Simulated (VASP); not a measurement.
# Zn4HSe4 (a cell with a defect) in VASP: a series of runs

The runs below take Zn4HSe4 (a cell with a defect) through single point, with PBEsol.

Everything below comes from runs of VASP 6.6.1. Logs are shortened: lines on timing, memory, paths and dates and some standing lists are left out, and cuts for length are marked.

## 1. The cell of the first run

The cell holds a defect, 9 atoms: a = 5.693 Å, b = 5.693 Å, c = 6.849 Å, α = 114.56°, β = 114.56°, γ = 90.00°.

## 2. Single point, PBEsol

The input, INCAR:

```
PREC = Accurate ; ENCUT = 520
EDIFF = 1E-6 ; ISMEAR = 0
SIGMA = 0.05 ; LREAL = False
LASPH = True ; NELM = 100
ALGO = Normal ; ISIF = 2
LWAVE = False ; LCHARG = False
GGA = PS ; NELECT = 72.0
NBANDS = 46
```

The input, KPOINTS:

```
Automatic mesh
0
Gamma
  6 6 6
```

The input, POSCAR:

```
Zn4HSe4
1.0
   -4.0256375597     -4.0256375597      0.0000000000
   -4.0256375597      4.0256375597      0.0000000000
    4.0256375597      0.0000000000     -5.5406228226
Zn Se H
4 4 1
Direct
    0.5000000000      0.5000000000      0.0000000000
    0.0000000000      0.0000000000      0.0000000000
    0.0000000000      0.5000000000      0.0000000000
    0.5000000000      0.0000000000      0.0000000000
    0.1161581573      0.6161581573      0.7323163146
    0.6161581573      0.1161581573      0.7323163146
    0.8838418427      0.8838418427      0.2676836854
    0.3838418427      0.3838418427      0.2676836854
    0.1249704377      0.1249704377     -0.4197305536
```

Potentials or basis: VASP PAW PBE potentials, release 64 (Zn, Se, H).

Started as:

```bash
cat potpaw_PBE.64/Zn/POTCAR potpaw_PBE.64/Se/POTCAR potpaw_PBE.64/H/POTCAR > POTCAR
mpirun -np 1 vasp_std > vasp.out
```

OUTCAR:

```text
PREC = Accurate
   ENCUT = 520
   EDIFF = 1E-6
   ISMEAR = 0
   LREAL = False
   LASPH = True
   NELM = 100
   ISIF = 2
   GGA = PS
   NELECT = 72.0

 ion  position               nearest neighbor table
   1  0.500  0.500  0.000-   5 2.50   6 2.50   7 2.50   8 2.50   3 2.85   4 2.85   4 2.85   3 2.85

   2  0.000  0.000  0.000-   5 2.50   6 2.50   7 2.50   8 2.50   3 2.85   4 2.85   3 2.85   4 2.85

   3  0.000  0.500  0.000-   5 2.50   6 2.50   7 2.50   8 2.50   1 2.85   2 2.85   2 2.85   1 2.85

   4  0.500  0.000  0.000-   5 2.50   6 2.50   7 2.50   8 2.50   1 2.85   2 2.85   1 2.85   2 2.85

   5  0.116  0.616  0.732-   1 2.50   2 2.50   3 2.50   4 2.50
   6  0.616  0.116  0.732-   1 2.50   2 2.50   3 2.50   4 2.50
   7  0.884  0.884  0.268-   1 2.50   2 2.50   3 2.50   4 2.50
   8  0.384  0.384  0.268-   1 2.50   2 2.50   3 2.50   4 2.50
   9  0.125  0.125  0.580-

  LATTYP: Found a body centered tetragonal cell.
 ALAT       =     5.6931112341
 C/A-ratio  =     1.9464305526

  Lattice vectors:

 A1 = (   0.0000000000,  -4.0256375597,   5.5406228226)
 A2 = (   0.0000000000,   4.0256375597,   5.5406228226)
 A3 = (  -4.0256375597,   0.0000000000,  -5.5406228226)

Analysis of symmetry for initial positions (statically):
=====================================================================
 Subroutine PRICEL returns:
 Original cell was already a primitive cell.

 Routine SETGRP: Setting up the symmetry group for a
 body centered tetragonal supercell.

 Subroutine GETGRP returns: Found  2 space group operations
 (whereof  2 operations were pure point group operations)
 out of a pool of 16 trial point group operations.

The static configuration has the point symmetry C_1h.

Analysis of symmetry for dynamics (positions and initial velocities):
=====================================================================
 Subroutine PRICEL returns:
 Original cell was already a primitive cell.

 Routine SETGRP: Setting up the symmetry group for a
 body centered tetragonal supercell.

 Subroutine GETGRP returns: Found  2 space group operations
 (whereof  2 operations were pure point group operations)
 out of a pool of 16 trial point group operations.

The dynamic configuration has the point symmetry C_1h.

[... 114 lines left out ...]
   EDIFFG = 0.1E-04   stopping-criterion for IOM
   NSW    =      0    number of steps for IOM
   IBRION =     -1    ionic relax: 0-MD 1-quasi-New 2-CG
   NFREE  =      0    steps in history (QN), initial steepest desc. (CG)
   ISIF   =      2    stress and relaxation
   ISYM   =      2    0-nonsym 1-usesym 2-fastsym
   POTIM  = 0.5000    time-step for ionic-motion
   TEBEG  =    0.0;   TEEND  =   0.0 temperature during run
   PSTRESS=    0.0 pullay stress
   NELECT =      72.0000    total number of electrons
   NUPDOWN=      -1.0000    fix difference up-down
   EMIN   =  10.00;   EMAX   =-10.00  energy-range for DOS
   EFERMI =   0.00;   METHOD = LEGACY
   ISMEAR =     0;   SIGMA  =   0.05  broadening in eV -4-tet -1-fermi 0-gaus
   EFERMI_NEDOS =   21; number of points for ismear=-14 and -15
   IALGO  =     38    algorithm
   IMIX   =      4    mixing-type and parameters
     AMIX     =   0.40;   BMIX     =  1.00
     AMIX_MAG =   1.60;   BMIX_MAG =  1.00
  volume/ion in A,a.u.               =      19.95       134.65
  Fermi-wavevector in a.u.,A,eV,Ry     =   1.207164  2.281210 19.827028  1.457245
  Thomas-Fermi vector in A             =   2.342810
   LORBIT       =      0    0 simple, 1 ext, 2 COOP (PROOUT), +10 PAW based schemes
   GGA     = PS    functional components
   LHFCALC =     F    Hartree Fock is set to
   AEXX    =    0.0000 exact exchange contribution
   IVDW    =     0    specifies the selected vdW correction
   LEPSILON=     F    determine dielectric tensor
   LRPA    =     F    only Hartree local field effects (RPA)
 non-spin polarized calculation
 Gauss-broadening in eV      SIGMA  =   0.05
  energy-cutoff  :      520.00
  volume of cell :      179.58
 maximum number of plane-waves:      4858
   NGX = 21   NGY = 21   NGZ = 25

 number of electron      71.9999967 magnetization

 Free energy of the ion-electron system (eV)
  ---------------------------------------------------
  ext. energy  EPLUGINS =         0.00000000
  ---------------------------------------------------
  free energy    TOTEN  =       -29.89217318 eV

  energy without entropy =      -29.89217318  energy(sigma->0) =      -29.89217318

 E-fermi :   1.8608     XC(G=0):  -9.5980

 val. band max:        1.6593832122   @ k =   0.0000   0.0000   0.0000
 cond. band min:       2.3549454283   @ k =   0.0000   0.0000   0.5000
 fundamental gap:      0.6955622162
 Fermi energy:         1.8607933692

 k-point     1 :       0.0000    0.0000    0.0000
  band No.  band energies     occupation
      1     -11.9685      2.00000
      2     -10.9264      2.00000
      3     -10.6156      2.00000
      4     -10.3925      2.00000
      5      -5.4564      2.00000
      6      -5.3921      2.00000
[... 1165 lines left out ...]
     45       7.4094      0.00000
     46       7.6944      0.00000

 [... further k-points ...]

------------------------ aborting loop because EDIFF is reached ----------------------------------------

  FORCE on cell =-STRESS in cart. coord.  units (eV):
  Direction    XX          YY          ZZ          XY          YZ          ZX
  --------------------------------------------------------------------------------------
  -------------------------------------------------------------------------------------
  Total       -6.3838488     -6.2461769    -10.5648259      0.0000000      0.0000000     -1.7866536
  in kB      -56.9554450    -55.7271631    -94.2573012      0.0000000      0.0000000    -15.9401726
  external PRESSURE =     -68.9799697 kB  Pullay stress =       0.0000000 kB

 VOLUME and BASIS-vectors are now :
 -----------------------------------------------------------------------------
  energy-cutoff  :      520.00
  volume of cell :      179.58
      direct lattice vectors                 reciprocal lattice vectors
    -4.025637560 -4.025637560  0.000000000    -0.124203929 -0.124203929 -0.090242562
    -4.025637560  4.025637560  0.000000000    -0.124203929  0.124203929 -0.090242562
     4.025637560  0.000000000 -5.540622823     0.000000000  0.000000000 -0.180485125

 POSITION                                       TOTAL-FORCE (eV/Angst)
 -----------------------------------------------------------------------------------
     -4.02564      0.00000      0.00000         0.687110      0.000000      0.040837
      0.00000      0.00000      0.00000        -0.263742      0.000000     -0.142098
     -2.01282      2.01282      0.00000        -0.072497     -0.410213     -0.072455
     -2.01282     -2.01282      0.00000        -0.072497      0.410213     -0.072455
      0.00000      2.01282     -4.05749         0.008276     -0.227264      0.062232
      0.00000     -2.01282     -4.05749         0.008276      0.227264      0.062232
     -6.03846      0.00000     -1.48313        -0.749139      0.000000     -1.728136
     -2.01282      0.00000     -1.48313         0.045893      0.000000      0.073267
      1.32978      0.00000     -3.21505         0.408319      0.000000      1.776575
 -----------------------------------------------------------------------------------
    total drift:                                0.000011     -0.000000     -0.000202

  FREE ENERGIE OF THE ION-ELECTRON SYSTEM (eV)
  ---------------------------------------------------
  free  energy   TOTEN  =       -29.8921731828 eV

  energy  without entropy=      -29.8921731827  energy(sigma->0) =      -29.89217318
```

OSZICAR:

```text
N       E                     dE             d eps       ncg     rms          rms(c)
DAV:   1     0.549638368868E+03    0.54964E+03   -0.32777E+04  6256   0.180E+03
DAV:   2     0.393407997743E+02   -0.51030E+03   -0.49247E+03  6256   0.413E+02
DAV:   3    -0.282062276012E+02   -0.67547E+02   -0.66370E+02  6992   0.142E+02
DAV:   4    -0.310415981696E+02   -0.28354E+01   -0.28215E+01  7296   0.281E+01
DAV:   5    -0.310699695824E+02   -0.28371E-01   -0.28358E-01  7168   0.273E+00    0.102E+01
DAV:   6    -0.299226278412E+02    0.11473E+01   -0.44084E+00  7848   0.444E+01    0.843E+00
DAV:   7    -0.299068655419E+02    0.15762E-01   -0.14013E+00  7050   0.802E+00    0.383E+00
DAV:   8    -0.298933695653E+02    0.13496E-01   -0.56993E-02  7468   0.381E+00    0.980E-01
DAV:   9    -0.298920635443E+02    0.13060E-02   -0.21646E-02  7542   0.375E+00    0.174E-01
DAV:  10    -0.298920959176E+02   -0.32373E-04   -0.38635E-03  7950   0.123E+00    0.981E-02
DAV:  11    -0.298921336706E+02   -0.37753E-04   -0.74519E-04  7974   0.546E-01    0.387E-02
DAV:  12    -0.298921740729E+02   -0.40402E-04   -0.49960E-04  7082   0.337E-01    0.222E-02
DAV:  13    -0.298921730154E+02    0.10575E-05   -0.58049E-05  7596   0.161E-01    0.989E-03
DAV:  14    -0.298921727978E+02    0.21762E-06   -0.18578E-05  7918   0.108E-01    0.310E-03
DAV:  15    -0.298921731828E+02   -0.38497E-06   -0.47232E-06  6260   0.320E-02
   1 F= -.29892173E+02 E0= -.29892173E+02  d E =-.187566E-10
```

Wall time 5.8 min (1 thread of Intel Xeon 6975P-C (Granite Rapids), shared host); peak memory 0.6 GiB.

Results:

| Quantity | Value |
| --- | --- |
| Free energy | -29.8922 eV |
| Largest force | 1.884 eV/Å |

Forces in eV/Å, atoms in the order of the input:
```
Zn   0.687  0.000  0.041
Zn  -0.264  0.000 -0.142
Zn  -0.072 -0.410 -0.072
Zn  -0.072  0.410 -0.072
Se   0.008 -0.227  0.062
Se   0.008  0.227  0.062
Se  -0.749  0.000 -1.728
Se   0.046  0.000  0.073
H    0.408  0.000  1.777
```

Levels at points of the mesh, in eV from the Fermi level:
```
           k point  band 32  band 33  band 34  band 35  band 36  band 37  band 38  band 39  band 40  band 41
(0.00, 0.00, 0.00)    -2.66    -2.65    -0.70    -0.20    -0.20     0.51     1.72     2.31     4.01     4.42
(0.50, 0.00, 0.00)    -1.88    -1.74    -1.60    -1.32    -0.94     1.20     3.83     3.93     4.03     4.11
(0.00, 0.50, 0.50)    -1.86    -1.70    -1.54    -1.46    -1.01     1.55     3.86     4.00     4.04     4.18
(0.50, 0.50, 0.00)    -1.17    -1.09    -1.08    -1.03    -0.83     0.96     2.26     3.45     3.49     3.63
(0.50, 0.50, 0.50)    -1.19    -1.17    -1.06    -1.03    -0.82     0.83     2.24     2.91     3.53     3.64
(0.00, 0.00, 0.50)    -2.21    -2.20    -2.05    -0.95    -0.83     0.49     1.97     2.85     2.87     3.01
```

Caveat: the cell carries a net charge on a neutralising background, which shifts energy and pressure; the cell is charged against a uniform background, so pressure and absolute levels hang on convention; the PAW data sets were made with another functional, which shifts forces and pressure a little.

## 3. Single point, PBEsol

The input, INCAR:

```
SYSTEM = Zn4HSe4
PREC = Accurate ; ENCUT = 520
EDIFF = 1E-7 ; ISMEAR = 0
SIGMA = 0.05 ; LREAL = .FALSE.
LASPH = .TRUE. ; NELM = 80
ALGO = Normal ; ISIF = 2
LWAVE = .FALSE. ; LCHARG = .TRUE.
GGA = PS ; LELF = .TRUE.
LVHAR = .TRUE. ; NELECT = 72.0
NBANDS = 46
```

The input, KPOINTS:

```
regular mesh
0
G
  6 6 6
  0 0 0
```

POSCAR, as its differences from that of step 2:

```diff
@@ -16,2 +16,2 @@
     0.3838418427      0.3838418427      0.2676836854
-    0.1249704377      0.1249704377     -0.4197305536
+   -0.0416962290      0.2916371044     -0.2530638870
```

Potentials or basis: VASP PAW PBE potentials, release 64 (Zn, Se, H).

Started as:

```bash
cat potpaw_PBE.64/Zn/POTCAR potpaw_PBE.64/Se/POTCAR potpaw_PBE.64/H/POTCAR > POTCAR
mpirun -np 1 vasp_std > vasp.out
```

OUTCAR:

```text
SYSTEM = Zn4HSe4
   PREC = Accurate
   ENCUT = 520
   EDIFF = 1E-7
   ISMEAR = 0
   LREAL = .FALSE.
   LASPH = .TRUE.
   NELM = 80
   ISIF = 2
   GGA = PS
   NELECT = 72.0

 ion  position               nearest neighbor table
   1  0.500  0.500  0.000-   5 2.50   6 2.50   7 2.50   8 2.50   3 2.85   4 2.85   4 2.85   3 2.85

   2  0.000  0.000  0.000-   5 2.50   6 2.50   7 2.50   8 2.50   3 2.85   4 2.85   3 2.85   4 2.85

   3  0.000  0.500  0.000-   9 1.55   6 2.50   7 2.50   8 2.50   5 2.50   2 2.85   1 2.85   2 2.85
                             1 2.85
   4  0.500  0.000  0.000-   5 2.50   6 2.50   7 2.50   8 2.50   1 2.85   2 2.85   1 2.85   2 2.85

   5  0.116  0.616  0.732-   1 2.50   2 2.50   3 2.50   4 2.50
   6  0.616  0.116  0.732-   1 2.50   2 2.50   3 2.50   4 2.50
   7  0.884  0.884  0.268-   1 2.50   2 2.50   3 2.50   4 2.50
   8  0.384  0.384  0.268-   1 2.50   2 2.50   3 2.50   4 2.50
   9  0.958  0.292  0.747-   3 1.55

  LATTYP: Found a body centered tetragonal cell.
 ALAT       =     5.6931112341
 C/A-ratio  =     1.9464305526

  Lattice vectors:

 A1 = (   0.0000000000,  -4.0256375597,   5.5406228226)
 A2 = (   0.0000000000,   4.0256375597,   5.5406228226)
[... 202 lines left out ...]
      4     -10.4227      2.00000
      5      -6.3744      2.00000
      6      -5.7535      2.00000
[... 1165 lines left out ...]
     45       7.5178      0.00000
     46       8.1044      0.00000

 [... further k-points ...]

------------------------ aborting loop because EDIFF is reached ----------------------------------------

  FORCE on cell =-STRESS in cart. coord.  units (eV):
  Direction    XX          YY          ZZ          XY          YZ          ZX
  --------------------------------------------------------------------------------------
  -------------------------------------------------------------------------------------
  Total       -7.6347224     -6.1897886     -3.8705007      0.0564613      0.1820442     -0.0001974
  in kB      -68.1154938    -55.2240780    -34.5318473      0.5037364      1.6241622     -0.0017609
  external PRESSURE =     -52.6238064 kB  Pullay stress =       0.0000000 kB

 VOLUME and BASIS-vectors are now :
 -----------------------------------------------------------------------------
  energy-cutoff  :      520.00
  volume of cell :      179.58
      direct lattice vectors                 reciprocal lattice vectors
    -4.025637560 -4.025637560  0.000000000    -0.124203929 -0.124203929 -0.090242562
    -4.025637560  4.025637560  0.000000000    -0.124203929  0.124203929 -0.090242562
     4.025637560  0.000000000 -5.540622823     0.000000000  0.000000000 -0.180485125

 POSITION                                       TOTAL-FORCE (eV/Angst)
 -----------------------------------------------------------------------------------
     -4.02564      0.00000      0.00000        -0.164661     -0.127926     -0.426599
      0.00000      0.00000      0.00000         0.160758     -0.107342     -0.422414
     -2.01282      2.01282      0.00000         0.028131      0.772994     -1.970130
     -2.01282     -2.01282      0.00000        -0.017315     -0.106024     -0.808065
      0.00000      2.01282     -4.05749         0.373476     -0.127967      0.965643
      0.00000     -2.01282     -4.05749        -0.334991     -0.116274      0.934021
     -6.03846      0.00000     -1.48313        -0.000585     -0.194091      0.124406
     -2.01282      0.00000     -1.48313         0.000289     -0.096804      0.226619
     -2.02491     -2.68376     -4.13849        -0.045102      0.103434      1.376520
 -----------------------------------------------------------------------------------
    total drift:                               -0.000046      0.000016     -0.000177

  FREE ENERGIE OF THE ION-ELECTRON SYSTEM (eV)
  ---------------------------------------------------
  free  energy   TOTEN  =       -29.4357805932 eV

  energy  without entropy=      -29.4357802821  energy(sigma->0) =      -29.43578044
```

Run time: 23 min. Hardware: 1 thread of Oxide Virtual Turin-like, shared host; peak memory 0.78 GiB.

What came out:

- Free energy: -29.4358 eV
- Largest force: 2.117 eV/Å

Forces in eV/Å, atoms in the order of the input:
```
Zn  -0.165 -0.128 -0.427
Zn   0.161 -0.107 -0.422
Zn   0.028  0.773 -1.970
Zn  -0.017 -0.106 -0.808
Se   0.373 -0.128  0.966
Se  -0.335 -0.116  0.934
Se  -0.001 -0.194  0.124
Se   0.000 -0.097  0.227
H   -0.045  0.103  1.377
```

Caveat: the cell carries a net charge on a neutralising background, which shifts energy and pressure; the cell is charged against a uniform background, so pressure and absolute levels hang on convention; the PAW data sets were made with another functional, which shifts forces and pressure a little.
